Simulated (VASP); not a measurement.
Set up this calculation in VASP 6.6.1, as the native input.

| Quantity | Value |
| --- | --- |
| Task | single point |
| Functional | PBEsol |
| Potentials or basis | VASP PAW PBE potentials, release 64 (Mg, S) |
| Cutoff | 520 eV |
| k mesh | 8 × 8 × 8 |
| Occupations | gaussian, width 0.05 eV |
| Spin | no spin polarisation |
| Dipole correction | no |
| Further INCAR settings | ALGO = Normal; EDIFF = 1e-06; NBANDS = 11 |

The structure of MgS lies in POSCAR:

```
MgS
1.0
    0.6341642620      2.9542774158      2.9542774158
    2.9542774158      0.6341642620      2.9542774158
    2.9542774158      2.9542774158      0.6341642620
Mg S
1 1
Direct
    0.0000000000      0.0000000000      0.0000000000
    0.5000000000      0.5000000000      0.5000000000
```

This cell differs from its parent crystal: ratio of the length along [111] to the lengths across it x 1.41, volume and fractional coordinates fixed.

The input as run:

INCAR

```
  PREC = Accurate
  ENCUT = 520
  EDIFF = 1E-6
  ISMEAR = 0
  SIGMA = 0.05
  LREAL = F
  LASPH = T
  NELM = 80
  ALGO = Normal
  ISIF = 2
  LWAVE = F
  LCHARG = F
  GGA = PS
  NBANDS = 11
```

KPOINTS

```
regular mesh
0
Gamma
  8 8 8
```

Potentials or basis: VASP PAW PBE potentials, release 64 (Mg, S).

Run with:

```bash
$ cat potpaw_PBE.64/Mg/POTCAR potpaw_PBE.64/S/POTCAR > POTCAR
$ mpirun -np 1 vasp_std > vasp.out
```

Results of the run:

```yaml
Pressure: 0.1 GPa
Band_gap_on_the_k_mesh: zero (band 4 reaches 5.50 eV, above the bottom of band 5 at 5.33 eV)
```

Caveat: the PAW data sets were made with another functional, which shifts forces and pressure a little.

Wall time 14 s on 1 thread of AMD EPYC 9R45 96-Core Processor (Zen 5), on a shared host, peak memory 0.16 GiB.
